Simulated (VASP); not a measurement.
# MnSi (P2_13) in VASP: a series of runs, part 2 of 3

VASP 6.6.1.

## (3) Single point, PBE+U, collinear spin, ferromagnetic start

INCAR

```
  ALGO = Normal
  EDIFF = 1E-6
  ENCUT = 520
  GGA = PE
  ISIF = 2
  ISMEAR = 0
  ISPIN = 2
  LASPH = T
  LCHARG = F
  LDAU = T
  LDAUJ = 0 0
  LDAUL = 2 -1
  LDAUPRINT = 1
  LDAUTYPE = 2
  LDAUU = 3.9 0
  LMAXMIX = 4
  LORBIT = 11
  LREAL = F
  LWAVE = F
  MAGMOM = 0.5 0.5 0.5 0.5 0 0 0 0
  NBANDS = 48
  NELM = 150
  NUPDOWN = 2.0
  PREC = Accurate
  SIGMA = 0.05
```

KPOINTS

```
k-points
0
Gamma
  5 5 5
```

POSCAR

```
MnSi
1.0
    4.5580000000      0.0000000000      0.0000000000
    0.0000000000      4.5580000000      0.0000000000
    0.0000000000      0.0000000000      4.5580000000
Mn Si
4 4
Direct
    0.1380000000      0.1380000000      0.1380000000
    0.3620000000      0.8620000000      0.6380000000
    0.6380000000      0.3620000000      0.8620000000
    0.8620000000      0.6380000000      0.3620000000
    0.8450000000      0.8450000000      0.8450000000
    0.6550000000      0.1550000000      0.3450000000
    0.3450000000      0.6550000000      0.1550000000
    0.1550000000      0.3450000000      0.6550000000
```

Potentials or basis: VASP PAW PBE potentials, release 64 (Mn_pv, Si).

Started as:

```sh
cat potpaw_PBE.64/Mn_pv/POTCAR potpaw_PBE.64/Si/POTCAR > POTCAR
mpirun -np 1 vasp_std > vasp.out
```

It took 4.6 min on 1 thread of Intel Xeon 6975P-C (Granite Rapids), shared host; peak memory 0.28 GiB.

It converged, with:

```
Free energy                                           : -43.0474 eV
Pressure                                              : -0.4 GPa
Largest force                                         : 0.633 eV/Å
Net moment                                            : 2.00 μB per cell
Site moments                                          : Mn +0.60; Si -0.05 μB
Valence electrons inside the program's atomic spheres : Mn 11.98; Si 1.64
```

Forces in eV/Å, atoms in the order of the input:
```
Mn  -0.366 -0.366 -0.366
Mn   0.366  0.366 -0.366
Mn  -0.366  0.366  0.366
Mn   0.366 -0.366  0.366
Si   0.122  0.122  0.122
Si  -0.122 -0.122  0.122
Si   0.122 -0.122 -0.122
Si  -0.122  0.122 -0.122
```

Eigenvalues of the final occupation matrices:
```csv
site,spin,trace,eigenvalues
site 1 d,1,2.96,0.35 0.35 0.71 0.77 0.77
site 1 d,2,2.36,0.24 0.24 0.62 0.62 0.64
site 2 d,1,2.96,0.35 0.35 0.71 0.77 0.77
site 2 d,2,2.36,0.24 0.24 0.62 0.62 0.64
site 3 d,1,2.96,0.35 0.35 0.71 0.77 0.77
site 3 d,2,2.36,0.24 0.24 0.62 0.62 0.64
site 4 d,1,2.96,0.35 0.35 0.71 0.77 0.77
site 4 d,2,2.36,0.24 0.24 0.62 0.62 0.64
```

Caveat: the total moment is fixed, so each spin has its own Fermi level and the state may be an excited one; the U is typed as a test and isn't derived for this compound.

## (4) Single point, PBE+U, collinear spin, ferromagnetic start

INCAR

```
SYSTEM = MnSi
ALGO = Normal ; EDIFF = 1E-6
ENCUT = 520 ; GGA = PE
ISIF = 2 ; ISMEAR = 0
ISPIN = 2 ; LASPH = .True.
LCHARG = .False. ; LDAU = .True.
LDAUJ = 0 0 ; LDAUL = 2 -1
LDAUPRINT = 1 ; LDAUTYPE = 2
LDAUU = 3.9 0 ; LMAXMIX = 4
LORBIT = 11 ; LREAL = .False.
LWAVE = .False. ; MAGMOM = 2 2 2 2 0 0 0 0
NBANDS = 48 ; NELM = 150
NUPDOWN = 8.0 ; PREC = Accurate
SIGMA = 0.05
```

KPOINTS

```
k-points
0
Gamma
  5 5 5
  0 0 0
```

POSCAR is that of step 3.

Potentials or basis: VASP PAW PBE potentials, release 64 (Mn_pv, Si).

Started as:

```sh
cat potpaw_PBE.64/Mn_pv/POTCAR potpaw_PBE.64/Si/POTCAR > POTCAR
mpirun -np 1 vasp_std > vasp.out
```

OUTCAR:

```text
SYSTEM = MnSi
   EDIFF = 1E-6
   ENCUT = 520
   GGA = PE
   ISIF = 2
   ISMEAR = 0
   ISPIN = 2
   LASPH = .True.
   LORBIT = 11
   LREAL = .False.
   NELM = 150
   NUPDOWN = 8.0
   PREC = Accurate

 ion  position               nearest neighbor table
   1  0.138  0.138  0.138-   5 2.31   6 2.40   7 2.40   8 2.40   7 2.54   8 2.54   6 2.54   3 2.80
                             4 2.80   2 2.80   2 2.80   4 2.80   3 2.80
   2  0.362  0.862  0.638-   6 2.31   5 2.40   7 2.40   8 2.40   7 2.54   8 2.54   5 2.54   1 2.80
                             1 2.80   3 2.80   3 2.80   4 2.80   4 2.80
   3  0.638  0.362  0.862-   7 2.31   6 2.40   5 2.40   8 2.40   8 2.54   6 2.54   5 2.54   1 2.80
                             4 2.80   2 2.80   2 2.80   4 2.80   1 2.80
   4  0.862  0.638  0.362-   8 2.31   6 2.40   7 2.40   5 2.40   6 2.54   5 2.54   7 2.54   1 2.80
                             3 2.80   2 2.80   1 2.80   2 2.80   3 2.80
   5  0.845  0.845  0.845-   1 2.31   2 2.40   3 2.40   4 2.40   3 2.54   4 2.54   2 2.54   6 2.82
                             7 2.82   8 2.82   6 2.82   8 2.82   7 2.82
   6  0.655  0.155  0.345-   2 2.31   1 2.40   3 2.40   4 2.40   3 2.54   4 2.54   1 2.54   8 2.82
                             5 2.82   5 2.82   7 2.82   7 2.82   8 2.82
   7  0.345  0.655  0.155-   3 2.31   2 2.40   1 2.40   4 2.40   4 2.54   2 2.54   1 2.54   8 2.82
                             5 2.82   8 2.82   6 2.82   6 2.82   5 2.82
   8  0.155  0.345  0.655-   4 2.31   2 2.40   3 2.40   1 2.40   2 2.54   1 2.54   3 2.54   7 2.82
                             5 2.82   7 2.82   5 2.82   6 2.82   6 2.82

  LATTYP: Found a simple cubic cell.
 ALAT       =     4.5580000000

  Lattice vectors:

 A1 = (   4.5580000000,   0.0000000000,   0.0000000000)
 A2 = (   0.0000000000,   4.5580000000,   0.0000000000)
 A3 = (   0.0000000000,   0.0000000000,   4.5580000000)

Analysis of symmetry for initial positions (statically):
=====================================================================
 Subroutine PRICEL returns:
 Original cell was already a primitive cell.

 Routine SETGRP: Setting up the symmetry group for a
 simple cubic supercell.

 Subroutine GETGRP returns: Found 12 space group operations
 (whereof  3 operations were pure point group operations)
 out of a pool of 48 trial point group operations.

The static configuration has the point symmetry C_3 .
 The point group associated with its full space group is T   .

Analysis of symmetry for dynamics (positions and initial velocities):
=====================================================================
 Subroutine PRICEL returns:
 Original cell was already a primitive cell.

 Routine SETGRP: Setting up the symmetry group for a
 simple cubic supercell.

 Subroutine GETGRP returns: Found 12 space group operations
 (whereof  3 operations were pure point group operations)
 out of a pool of 48 trial point group operations.

The dynamic configuration has the point symmetry C_3 .
 The point group associated with its full space group is T   .

Analysis of structural, dynamic, and magnetic symmetry:
=====================================================================
 Subroutine PRICEL returns:
 Original cell was already a primitive cell.

[... 274 lines left out ...]
  o =  0.3374  v =  0.0000  0.0000  0.0000  0.0000  0.0000  0.1182  0.6202  0.2192  0.7384  0.0896      0.0000  0.0000  0.0000  0.0000  0.0000  0.0000  0.0000  0.0000  0.0000  0.0000
  o =  0.7503  v =  0.0015  0.6701  0.2579  0.6716  0.1829  0.0000  0.0000  0.0000  0.0000  0.0000      0.0000  0.0000  0.0000  0.0000  0.0000  0.0000  0.0000  0.0000  0.0000  0.0000
  o =  0.7503  v =  0.7746 -0.3886  0.1829  0.3860 -0.2579  0.0000  0.0000  0.0000  0.0000  0.0000      0.0000  0.0000  0.0000  0.0000  0.0000  0.0000  0.0000  0.0000  0.0000  0.0000
  o =  0.7806  v =  0.5774  0.5774  0.0000 -0.5774 -0.0000  0.0000  0.0000  0.0000  0.0000  0.0000      0.0000  0.0000  0.0000  0.0000  0.0000  0.0000  0.0000  0.0000  0.0000  0.0000
  o =  0.8066  v =  0.1619  0.0931 -0.9470  0.2551  0.0563  0.0000  0.0000  0.0000  0.0000  0.0000      0.0000  0.0000  0.0000  0.0000  0.0000  0.0000  0.0000  0.0000  0.0000  0.0000
  o =  0.8066  v = -0.2010  0.2408 -0.0563  0.0397 -0.9470  0.0000  0.0000  0.0000  0.0000  0.0000      0.0000  0.0000  0.0000  0.0000  0.0000  0.0000  0.0000  0.0000  0.0000  0.0000

 number of electron      68.0000080 magnetization       8.0000025

 Free energy of the ion-electron system (eV)
  ---------------------------------------------------
  ext. energy  EPLUGINS =         0.00000000
  ---------------------------------------------------
  free energy    TOTEN  =       -45.72096135 eV

  energy without entropy =      -45.71667717  energy(sigma->0) =      -45.71881926

 E-fermi :  11.6099     XC(G=0): -12.6564

 val. band max:       11.4524567132   @ k =   0.4000   0.0000   0.0000
 cond. band min:      10.3965707974   @ k =   0.4000   0.4000   0.4000
 fundamental gap:     -1.0558859158
 Fermi energy:        10.3705362491

 spin component 1

 k-point     1 :       0.0000    0.0000    0.0000
  band No.  band energies     occupation
      1     -38.0176      1.00000
      2     -38.0176      1.00000
      3     -38.0176      1.00000
      4     -37.9734      1.00000
      5     -37.9734      1.00000
      6     -37.9734      1.00000
[... 528 lines left out ...]
     45      16.1300      0.00000
     46      16.5253      0.00000
 Fermi energy:        11.6098643291

 spin component 2

 k-point     1 :       0.0000    0.0000    0.0000
  band No.  band energies     occupation
      1     -35.3739      1.00000
      2     -35.3739      1.00000
      3     -35.3739      1.00000
      4     -35.3104      1.00000
      5     -35.3104      1.00000
      6     -35.3104      1.00000
[... 528 lines left out ...]
     45      17.1134      0.00000
     46      17.2800      0.00000
 [bands above 46 left out]

------------------------ aborting loop because EDIFF is reached ----------------------------------------

  FORCE on cell =-STRESS in cart. coord.  units (eV):
  Direction    XX          YY          ZZ          XY          YZ          ZX
  --------------------------------------------------------------------------------------
  -------------------------------------------------------------------------------------
  Total        5.1201376      5.1201376      5.1201376     -0.0000000      0.0000000      0.0000000
  in kB       86.6301866     86.6301866     86.6301866     -0.0000000      0.0000000      0.0000000
  external PRESSURE =      86.6301866 kB  Pullay stress =       0.0000000 kB

 VOLUME and BASIS-vectors are now :
 -----------------------------------------------------------------------------
  energy-cutoff  :      520.00
  volume of cell :       94.69
      direct lattice vectors                 reciprocal lattice vectors
     4.558000000  0.000000000  0.000000000     0.219394471  0.000000000  0.000000000
     0.000000000  4.558000000  0.000000000     0.000000000  0.219394471  0.000000000
     0.000000000  0.000000000  4.558000000     0.000000000  0.000000000  0.219394471

 POSITION                                       TOTAL-FORCE (eV/Angst)
 -----------------------------------------------------------------------------------
      0.62900      0.62900      0.62900         0.056450      0.056450      0.056450
      1.65000      3.92900      2.90800        -0.056450     -0.056450      0.056450
      2.90800      1.65000      3.92900         0.056450     -0.056450     -0.056450
      3.92900      2.90800      1.65000        -0.056450      0.056450     -0.056450
      3.85151      3.85151      3.85151        -0.000794     -0.000794     -0.000794
      2.98549      0.70649      1.57251         0.000794      0.000794     -0.000794
      1.57251      2.98549      0.70649        -0.000794      0.000794      0.000794
      0.70649      1.57251      2.98549         0.000794     -0.000794      0.000794
 -----------------------------------------------------------------------------------
    total drift:                                0.000000      0.000000      0.000000

  FREE ENERGIE OF THE ION-ELECTRON SYSTEM (eV)
  ---------------------------------------------------
  free  energy   TOTEN  =       -45.7209613490 eV

  energy  without entropy=      -45.7166771727  energy(sigma->0) =      -45.71881926

 total charge

# of ion       s       p       d       tot
------------------------------------------
    1        0.327   6.373   5.258  11.958
    2        0.327   6.373   5.258  11.958
    3        0.327   6.373   5.258  11.958
    4        0.327   6.373   5.258  11.958
    5        0.748   0.907   0.000   1.655
    6        0.748   0.907   0.000   1.655
    7        0.748   0.907   0.000   1.655
    8        0.748   0.907   0.000   1.655
--------------------------------------------------
tot          4.300  29.120  21.031  54.451

 magnetization (x)

# of ion       s       p       d       tot
------------------------------------------
    1       -0.006  -0.015   2.493   2.472
    2       -0.006  -0.015   2.493   2.472
    3       -0.006  -0.015   2.493   2.472
    4       -0.006  -0.015   2.493   2.472
    5       -0.056  -0.165   0.000  -0.221
    6       -0.056  -0.165   0.000  -0.221
    7       -0.056  -0.165   0.000  -0.221
    8       -0.056  -0.165   0.000  -0.221
--------------------------------------------------
tot         -0.248  -0.719   9.970   9.004
```

Run time: 49 s. Hardware: 1 thread of Intel Xeon 6975P-C (Granite Rapids), shared host; peak memory 0.27 GiB.

What came out:

| Property | Result |
| --- | --- |
| Free energy | -45.7210 eV |
| Pressure | 8.7 GPa |
| Largest force | 0.098 eV/Å |
| Net moment | 8.00 μB per cell |
| Site moments | Mn +2.47; Si -0.22 μB |
| Valence electrons inside the program's atomic spheres | Mn 11.96; Si 1.66 |

Forces on the atoms (eV/Å):
```
Mn   0.056  0.056  0.056
Mn  -0.056 -0.056  0.056
Mn   0.056 -0.056 -0.056
Mn  -0.056  0.056 -0.056
Si  -0.001 -0.001 -0.001
Si   0.001  0.001 -0.001
Si  -0.001  0.001  0.001
Si   0.001 -0.001  0.001
```

Eigenvalues of the final occupation matrices:
```tsv
site	spin	trace	eigenvalues
site 1 d	1	3.89	0.75 0.75 0.78 0.81 0.81
site 1 d	2	1.40	0.21 0.21 0.30 0.34 0.34
site 2 d	1	3.89	0.75 0.75 0.78 0.81 0.81
site 2 d	2	1.40	0.21 0.21 0.30 0.34 0.34
site 3 d	1	3.89	0.75 0.75 0.78 0.81 0.81
site 3 d	2	1.40	0.21 0.21 0.30 0.34 0.34
site 4 d	1	3.89	0.75 0.75 0.78 0.81 0.81
site 4 d	2	1.40	0.21 0.21 0.30 0.34 0.34
```

Caveat: the cell stands under pressure; the total moment is fixed, so each spin has its own Fermi level and the state may be an excited one; the U is typed as a test and isn't derived for this compound. The state reached can hang on the start; a lower one may exist.

(Part 2 of 3 ends here.)
